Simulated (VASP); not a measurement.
**NdZrS2: single point with PBE**

The system is NdZrS2.

```xyz
8
Lattice="5.1502 0.0000 0.0000 -2.5751 4.4602 0.0000 0.0000 0.0000 13.1956" Properties=species:S:1:pos:R:3 pbc="T T T"
Nd    2.5751    1.4867    0.0000
Nd    0.0000    2.9735    0.0000
Zr    0.0000    0.0000    0.0000
Zr    2.5751    1.4867    6.5978
S     0.0000    0.0000    2.3705
S     0.0000    0.0000   10.8251
S     0.0000    0.0000    5.5402
S     0.0000    0.0000    7.6553
```

The cell was generated, and may not be a known phase.

- Program: VASP 6.6.1
- Task: single point
- Functional: PBE
- Potentials or basis: VASP PAW PBE potentials, release 64 (Nd_3, Zr_sv, S), 4f in core
- Cutoff: 500 eV
- k mesh: 4 × 4 × 2
- Occupations: gaussian, width 0.2 eV
- Spin: no spin polarisation
- Dipole correction: no
- Further INCAR settings: ALGO = Normal; EDIFF = 1e-06; NBANDS = 45

```yaml
Pressure: 0.2 GPa
Largest_force: 0.102 eV/Å
Band_gap_on_the_k_mesh: zero (bands 35 and 36 overlap by 0.20 eV)
```

Forces in eV/Å, atoms in the order of the input:
```
Nd   0.000  0.000  0.000
Nd   0.000  0.000  0.000
Zr   0.000  0.000  0.000
Zr   0.000  0.000  0.000
S    0.000  0.000 -0.075
S    0.000  0.000  0.075
S    0.000  0.000  0.102
S    0.000  0.000 -0.102
```

Levels at points of the mesh, in eV from the Fermi level:
```
           k point  band 32  band 33  band 34  band 35  band 36  band 37  band 38  band 39
(0.00, 0.00, 0.00)    -1.92    -0.26    -0.09    -0.09     0.18     0.53     0.76     0.76
(0.50, 0.00, 0.00)    -2.10    -0.30    -0.25    -0.10     0.03     0.06     0.27     0.45
(0.00, 0.00, 0.50)    -1.58    -0.24    -0.09    -0.09     0.22     0.41     0.76     0.76
(0.50, 0.00, 0.50)    -1.79    -0.30    -0.25    -0.10     0.03     0.05     0.25     0.46
```

Wall time 2.2 min on 1 thread of AMD EPYC 9R45 96-Core Processor (Zen 5), with other jobs on the host, peak memory 0.41 GiB.

Caveat: spin-orbit coupling is left out, which moves the levels of the heavy elements; this functional lacks dispersion, which binds layers or chains, so the pressure and a relaxed spacing across them are unreliable; the 4f electrons are frozen in the core, so they carry no moment and show no levels; the run has no spin polarisation, though such a crystal can be magnetic. With open d or f shells a metallic result of PBE can be an artefact of self-interaction; +U or a hybrid may open a gap.
